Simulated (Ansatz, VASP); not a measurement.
Two plane-wave programs on SnO2

```
Sn O
1.0
     1.64710    0.95096    4.52494
    -1.64710    0.95096    4.52494
     0.00000   -1.90191    4.52494
Sn O
1 2
Cartesian
  0.0000 0.0000 6.7874
  0.0000 0.0000 3.4498
  0.0000 0.0000 10.1250
```

Alike in both runs: task single point; functional PBEsol; k mesh 12 × 12 × 12; occupations gaussian, width 0.05 eV; no spin polarisation.

|  | VASP | Ansatz |
| --- | --- | --- |
| version | VASP 6.6.1 | Ansatz 0.2.0 |
| potentials or method | VASP PAW PBE potentials, release 64 (Sn_d, O), cutoff 520 eV | scalar-relativistic, plane waves, PAW |
| valence electrons in the cell | 26 | 26 |

|  | VASP | Ansatz | Ansatz less VASP |
| --- | --- | --- | --- |
| gap on the k mesh at the Fermi level (eV) | 0.77 | 0.80 | +0.026 |
| least direct gap on the mesh (eV) | 0.77 | 0.80 | +0.026 |
| pressure (GPa) | -19.1 | -19.5 | -0.40 |
| traceless stress, the component that is largest in VASP (GPa) | -2.67 | -2.45 | +0.212 |
| rms of the force components (eV/Å) | 1.220 | 1.243 | +0.0231 |

VASP's potentials were made for PBE, not for PBEsol, and Ansatz warns of the same on its side. Atom by atom the forces differ by 0.023 eV/Å (rms over components). The functional is the same, so the differences come from potentials, cutoffs and numerics.
